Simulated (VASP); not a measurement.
# GaN (I4/mmm) in VASP: further runs

Runs on GaN. Level: r2SCAN. Tasks: single point.

Everything below comes from runs of VASP 6.6.1. Logs are shortened: lines on timing, memory, paths and dates and some standing lists are left out, and cuts for length are marked.

**1. The cell of the first run**

The structure is tetragonal, space group I4/mmm (No. 139). The conventional cell has a = 3.061 Å, b = 3.061 Å, c = 4.156 Å, α = 90.00°, β = 90.00°, γ = 90.00°. Within 2.8 Å of Ga (site symmetry 4/mmm) lie 6 N at 2.08 to 2.16 Å. N (site symmetry 4/mmm) has 6 Ga at 2.08 to 2.16 Å within 2.8 Å.

**2. Single point, r2SCAN**

POSCAR reads:

```
GaN
1.0
    0.0000000000      2.1644884297      2.0779088925
    2.1644884297      0.0000000000      2.0779088925
    2.1644884297      2.1644884297      0.0000000000
Ga N
1 1
Direct
    0.0000000000      0.0000000000      0.0000000000
    0.5000000000      0.5000000000      0.5000000000
```

INCAR.step1 reads:

```
SYSTEM = GaN
ALGO = Normal ; EDIFF = 1E-4
ENCUT = 520 ; GGA = PE
ISMEAR = 0 ; LASPH = .TRUE.
LCHARG = .FALSE. ; LREAL = .FALSE.
LWAVE = .TRUE. ; NBANDS = 16
NELM = 60 ; PREC = Accurate
SIGMA = 0.05
```

INCAR.step2 reads:

```
SYSTEM = GaN
ALGO = Normal ; EDIFF = 1E-6
ENCUT = 520 ; ISIF = 2
ISMEAR = 0 ; ISTART = 1
LASPH = .TRUE. ; LCHARG = .FALSE.
LMIXTAU = .TRUE. ; LREAL = .FALSE.
LWAVE = .FALSE. ; METAGGA = R2SCAN
NBANDS = 16 ; NELM = 60
PREC = Accurate ; SIGMA = 0.05
```

KPOINTS reads:

```
k-points
0
G
  12 12 12
  0 0 0
```

Potentials or basis: VASP PAW PBE potentials, release 64 (Ga_d, N).

Started as:

```sh
cat potpaw_PBE.64/Ga_d/POTCAR potpaw_PBE.64/N/POTCAR > POTCAR
cp INCAR.step1 INCAR
mpirun -np 1 vasp_std > vasp.out
cp INCAR.step2 INCAR
mpirun -np 1 vasp_std > vasp.out
```

OUTCAR:

```text
SYSTEM = GaN
   EDIFF = 1E-6
   ENCUT = 520
   ISIF = 2
   ISMEAR = 0
   ISTART = 1
   LASPH = .TRUE.
   LREAL = .FALSE.
   METAGGA = R2SCAN
   NELM = 60
   PREC = Accurate

 ion  position               nearest neighbor table
   1  0.000  0.000  0.000-   2 2.08   2 2.08   2 2.16   2 2.16   2 2.16   2 2.16
   2  0.500  0.500  0.500-   1 2.08   1 2.08   1 2.16   1 2.16   1 2.16   1 2.16

  LATTYP: Found a body centered tetragonal cell.
 ALAT       =     3.0610488929
 C/A-ratio  =     1.3576450199

  Lattice vectors:

 A1 = (   0.0000000000,  -2.1644884297,  -2.0779088925)
 A2 = (   0.0000000000,   2.1644884297,  -2.0779088925)
 A3 = (   2.1644884297,   0.0000000000,   2.0779088925)

Analysis of symmetry for initial positions (statically):
=====================================================================
 Subroutine PRICEL returns:
 Original cell was already a primitive cell.

 Routine SETGRP: Setting up the symmetry group for a
 body centered tetragonal supercell.

 Subroutine GETGRP returns: Found 16 space group operations
 (whereof 16 operations were pure point group operations)
 out of a pool of 16 trial point group operations.

The static configuration has the point symmetry D_4h.

Analysis of symmetry for dynamics (positions and initial velocities):
=====================================================================
 Subroutine PRICEL returns:
 Original cell was already a primitive cell.

 Routine SETGRP: Setting up the symmetry group for a
 body centered tetragonal supercell.

 Subroutine GETGRP returns: Found 16 space group operations
 (whereof 16 operations were pure point group operations)
 out of a pool of 16 trial point group operations.

The dynamic configuration has the point symmetry D_4h.

 Subroutine INISYM returns: Found 16 space group operations
 (whereof 16 operations are pure point group operations),
 and found     1 'primitive' translations

----------------------------------------------------------------------------------------

                                     Primitive cell

  volume of cell :      19.4700

  direct lattice vectors                    reciprocal lattice vectors
     0.000000000  2.164488430  2.077908892    -0.231001466  0.231001466  0.240626527
     2.164488430  0.000000000  2.077908892     0.231001466 -0.231001466  0.240626527
     2.164488430  2.164488430  0.000000000     0.231001466  0.231001466 -0.240626527

  length of vectors
     3.000452554  3.000452554  3.061048893     0.405739424  0.405739424  0.405739424

  position of ions in fractional coordinates (direct lattice)
     0.000000000  0.000000000  0.000000000
     0.500000000  0.500000000  0.500000000

  ion indices of the primitive-cell ions
   primitive index   ion index
                 1           1
                 2           2

----------------------------------------------------------------------------------------

 KPOINTS: k-points

Automatic generation of k-mesh.
 Grid dimensions read from file:
 generate k-points for:   12   12   12

 Generating k-lattice:

  Cartesian coordinates                     Fractional coordinates (reciprocal lattice)
    -0.019250122  0.019250122  0.020052211     0.083333333  0.000000000  0.000000000
     0.019250122 -0.019250122  0.020052211     0.000000000  0.083333333  0.000000000
     0.019250122  0.019250122 -0.020052211    -0.000000000 -0.000000000  0.083333333

  Length of vectors
     0.033811619  0.033811619  0.033811619

  Shift w.r.t. Gamma in fractional coordinates (k-lattice)
     0.000000000  0.000000000  0.000000000

 Subroutine IBZKPT returns following result:
 ===========================================

 Found    163 irreducible k-points:

 Following reciprocal coordinates:
            Coordinates               Weight
  0.000000  0.000000  0.000000      1.000000
  0.083333  0.000000  0.000000      8.000000
  0.166667  0.000000  0.000000      8.000000
  0.250000  0.000000  0.000000      8.000000
  0.333333  0.000000  0.000000      8.000000
  0.416667  0.000000  0.000000      8.000000
[... 16 lines left out ...]
  0.500000  0.166667  0.000000      8.000000
 -0.416667  0.166667  0.000000      8.000000
 [... further k-points ...]
   k-points           NKPTS =    163   k-points in BZ     NKDIM =    163   number of bands    NBANDS=     16
   number of dos      NEDOS =    301   number of ions     NIONS =      2
   total plane-waves  NPLWV =  13824
   dimension x,y,z NGX =    24 NGY =   24 NGZ =   24
   dimension x,y,z NGXF=    48 NGYF=   48 NGZF=   48
   ions per type =               1   1
   NGX,Y,Z   is equivalent  to a cutoff of  13.30, 13.30, 13.03 a.u.
   NGXF,Y,Z  is equivalent  to a cutoff of  26.60, 26.60, 26.07 a.u.
 SYSTEM =  GaN
   PREC   = accura    normal or accurate (medium, high low for compatibility)
   ISTART =      1    job   : 0-new  1-cont  2-samecut
   ICHARG =      0    charge: 1-file 2-atom 10-const
   ISPIN  =      1    spin polarized calculation?
   LNONCOLLINEAR =      F non collinear calculations
   LSORBIT =      F    spin-orbit coupling
   LASPH  =      T    aspherical Exc in radial PAW
   ENCUT  =  520.0 eV  38.22 Ry    6.18 a.u.   5.58  5.58  5.69*2*pi/ulx,y,z
   NELM   =     60;   NELMIN=  2; NELMDL=  0     # of ELM steps
   EDIFF  = 0.1E-05   stopping-criterion for ELM
   LREAL  =      F    real-space projection
   EDIFFG = 0.1E-04   stopping-criterion for IOM
   NSW    =      0    number of steps for IOM
   IBRION =     -1    ionic relax: 0-MD 1-quasi-New 2-CG
   NFREE  =      0    steps in history (QN), initial steepest desc. (CG)
   ISIF   =      2    stress and relaxation
   ISYM   =      2    0-nonsym 1-usesym 2-fastsym
   POTIM  = 0.5000    time-step for ionic-motion
   TEBEG  =    0.0;   TEEND  =   0.0 temperature during run
   PSTRESS=    0.0 pullay stress
   NELECT =      18.0000    total number of electrons
   NUPDOWN=      -1.0000    fix difference up-down
   EMIN   =  10.00;   EMAX   =-10.00  energy-range for DOS
   EFERMI =   0.00;   METHOD = LEGACY
   ISMEAR =     0;   SIGMA  =   0.05  broadening in eV -4-tet -1-fermi 0-gaus
   EFERMI_NEDOS =   21; number of points for ismear=-14 and -15
   IALGO  =     38    algorithm
   IMIX   =      4    mixing-type and parameters
     AMIX     =   0.40;   BMIX     =  1.00
     AMIX_MAG =   1.60;   BMIX_MAG =  1.00
  volume/ion in A,a.u.               =       9.74        65.70
  Fermi-wavevector in a.u.,A,eV,Ry     =   1.594814  3.013761 34.605481  2.543431
  Thomas-Fermi vector in A             =   2.692830
   LORBIT       =      0    0 simple, 1 ext, 2 COOP (PROOUT), +10 PAW based schemes
   METAGGA = R2SCAN    functional components
   LHFCALC =     F    Hartree Fock is set to
   AEXX    =    0.0000 exact exchange contribution
   IVDW    =     0    specifies the selected vdW correction
   LEPSILON=     F    determine dielectric tensor
   LRPA    =     F    only Hartree local field effects (RPA)
 non-spin polarized calculation
 Gauss-broadening in eV      SIGMA  =   0.05
  energy-cutoff  :      520.00
  volume of cell :       19.47
 maximum number of plane-waves:       539
 NGX is ok and might be reduce to    24
   NGX = 11   NGY = 11   NGZ = 11

 number of electron      18.0000002 magnetization

 Free energy of the ion-electron system (eV)
  ---------------------------------------------------
  ext. energy  EPLUGINS =         0.00000000
  ---------------------------------------------------
  free energy    TOTEN  =       -20.95152694 eV

  energy without entropy =      -20.95152694  energy(sigma->0) =      -20.95152694

 E-fermi :   7.5421     XC(G=0): -13.9730

 val. band max:        7.2932932604   @ k =  -0.1667  -0.0000   0.1667
 cond. band min:       7.9548919666   @ k =   0.5000   0.5000   0.0000
 fundamental gap:      0.6615987062
 Fermi energy:         7.5421150569

 k-point     1 :       0.0000    0.0000    0.0000
  band No.  band energies     occupation
      1     -10.4943      2.00000
      2      -7.1353      2.00000
      3      -7.1353      2.00000
      4      -7.1227      2.00000
      5      -7.0972      2.00000
      6      -7.0367      2.00000
[... 8 lines left out ...]
     15      23.1678      0.00000
     16      24.3793      0.00000

 k-point     2 :       0.0833    0.0000    0.0000
  band No.  band energies     occupation
      1     -10.3624      2.00000
      2      -7.1370      2.00000
      3      -7.1317      2.00000
      4      -7.1188      2.00000
      5      -7.1010      2.00000
      6      -7.0486      2.00000
[... 8 lines left out ...]
     15      23.4842      0.00000
     16      24.5580      0.00000

 k-point     3 :       0.1667    0.0000    0.0000
  band No.  band energies     occupation
      1      -9.9768      2.00000
      2      -7.1596      2.00000
      3      -7.1490      2.00000
      4      -7.1243      2.00000
      5      -7.0734      2.00000
      6      -7.0576      2.00000
[... 8 lines left out ...]
     15      24.3510      0.00000
     16      24.6793      0.00000

 k-point     4 :       0.2500    0.0000    0.0000
  band No.  band energies     occupation
      1      -9.3730      2.00000
      2      -7.2098      2.00000
      3      -7.1818      2.00000
      4      -7.1591      2.00000
      5      -7.0268      2.00000
      6      -7.0229      2.00000
[... 8 lines left out ...]
     15      25.7300      0.00000
     16      25.7962      0.00000
[... 324 lines left out ...]
 k-point    22 :       0.4167    0.1667    0.0000
  band No.  band energies     occupation
      1      -8.4871      2.00000
      2      -7.2212      2.00000
      3      -7.1892      2.00000
      4      -7.0843      2.00000
      5      -6.9221      2.00000
      6      -6.5843      2.00000
[... 8 lines left out ...]
     15      29.3157      0.00000
     16      31.2108      0.00000

 k-point    23 :       0.5000    0.1667    0.0000
  band No.  band energies     occupation
      1      -8.2880      2.00000
      2      -7.2335      2.00000
      3      -7.2284      2.00000
      4      -7.0602      2.00000
      5      -6.9109      2.00000
      6      -6.1951      2.00000
[... 8 lines left out ...]
     15      29.2441      0.00000
     16      31.3017      0.00000

 k-point    24 :      -0.4167    0.1667    0.0000
  band No.  band energies     occupation
      1      -8.2706      2.00000
      2      -7.2514      2.00000
      3      -7.2347      2.00000
      4      -7.0600      2.00000
      5      -6.9289      2.00000
      6      -6.1195      2.00000
[... 8 lines left out ...]
     15      28.7178      0.00000
     16      29.1777      0.00000

 [... further k-points ...]
[... 5 lines left out ...]
  --------------------------------------------------------------------------------------
  -------------------------------------------------------------------------------------
  Total       -1.0959929     -1.0959929     -0.3044045      0.0000000     -0.0000000     -0.0000000
  in kB      -90.1885250    -90.1885250    -25.0492459      0.0000000     -0.0000000     -0.0000000
  external PRESSURE =     -68.4754320 kB  Pullay stress =       0.0000000 kB

 VOLUME and BASIS-vectors are now :
 -----------------------------------------------------------------------------
  energy-cutoff  :      520.00
  volume of cell :       19.47
      direct lattice vectors                 reciprocal lattice vectors
     0.000000000  2.164488430  2.077908892    -0.231001466  0.231001466  0.240626527
     2.164488430  0.000000000  2.077908892     0.231001466 -0.231001466  0.240626527
     2.164488430  2.164488430  0.000000000     0.231001466  0.231001466 -0.240626527

 POSITION                                       TOTAL-FORCE (eV/Angst)
 -----------------------------------------------------------------------------------
      0.00000      0.00000      0.00000         0.000000     -0.000000      0.000000
      2.16449      2.16449      2.07791         0.000000      0.000000     -0.000000
 -----------------------------------------------------------------------------------
    total drift:                                0.000000     -0.000000     -0.000000

  FREE ENERGIE OF THE ION-ELECTRON SYSTEM (eV)
  ---------------------------------------------------
  free  energy   TOTEN  =       -20.9515269432 eV

  energy  without entropy=      -20.9515269432  energy(sigma->0) =      -20.95152694
```

It took 3.7 min on 1 thread of Intel Xeon 8259CL, shared host; peak memory 0.18 GiB.

Results:

| Quantity | Value |
| --- | --- |
| Free energy | -20.9515 eV |
| Pressure | -6.8 GPa |
| Band gap on the k mesh | 0.66 eV (least direct gap 2.81 eV) |

Caveat: the stress differs along the axes, from -9 to -3 GPa; semilocal functionals underestimate gaps, and a narrow one can read as zero; the PAW data sets were made with another functional, which shifts forces and pressure a little.

**3. Single point, r2SCAN**

POSCAR reads:

```
GaN
1.0
    0.0000000000      2.1007897024      2.2058291876
    2.1007897024      0.0000000000      2.2058291876
    2.1007897024      2.1007897024      0.0000000000
Ga N
1 1
Direct
    0.0000000000      0.0000000000      0.0000000000
    0.5000000000      0.5000000000      0.5000000000
```

INCAR.step1 reads:

```
  ALGO = Normal
  EDIFF = 1E-4
  ENCUT = 520
  GGA = PE
  ISMEAR = 0
  LASPH = True
  LCHARG = False
  LREAL = False
  LWAVE = True
  NBANDS = 16
  NELM = 100
  PREC = Accurate
  SIGMA = 0.05
```

INCAR.step2 reads:

```
  ALGO = Normal
  EDIFF = 1E-6
  ENCUT = 520
  ISIF = 2
  ISMEAR = 0
  ISTART = 1
  LASPH = True
  LCHARG = True
  LELF = True
  LMIXTAU = True
  LREAL = False
  LVHAR = True
  LWAVE = False
  METAGGA = R2SCAN
  NBANDS = 16
  NELM = 100
  PREC = Accurate
  SIGMA = 0.05
```

KPOINTS reads:

```
k-points
0
Gamma
  12 12 12
```

Potentials or basis: VASP PAW PBE potentials, release 64 (Ga_d, N).

Started as:

```sh
cat potpaw_PBE.64/Ga_d/POTCAR potpaw_PBE.64/N/POTCAR > POTCAR
cp INCAR.step1 INCAR
mpirun -np 1 vasp_std > vasp.out
cp INCAR.step2 INCAR
mpirun -np 1 vasp_std > vasp.out
```

It took 4.2 min on 1 thread of Intel Xeon 8259CL, shared host; peak memory 0.18 GiB.

The run converged. Its results:

```
Free energy            : -20.9479 eV
Pressure               : -6.6 GPa
Band gap on the k mesh : 0.72 eV (least direct gap 2.67 eV)
```

Stress tensor (GPa, compression positive):
```
 -4.19   0.00   0.00
  0.00  -4.19   0.00
  0.00   0.00 -11.28
```

Levels at points of the mesh, in eV from the valence-band top:
```
           k point  band 5  band 6  band 7  band 8  band 9  band 10  band 11  band 12  band 13  band 14
(0.00, 0.00, 0.00)  -14.43  -14.37   -0.69   -0.69   -0.28     2.39    14.97    15.10    15.38    15.38
(0.50, 0.00, 0.00)  -14.28  -14.25   -8.24   -0.37   -0.11     5.10     9.21     9.86    10.07    17.12
(0.50, 0.50, 0.00)  -14.23  -11.99   -7.10   -2.87   -2.87     1.20     8.79    12.23    15.55    15.55
(0.50, 0.00, 0.50)  -14.17  -11.52   -7.01   -3.49   -2.81     0.72     8.24    12.88    14.26    15.78
```

Caveat: the stress differs along the axes, from -11 to -4 GPa; semilocal functionals underestimate gaps, and a narrow one can read as zero; the PAW data sets were made with another functional, which shifts forces and pressure a little.
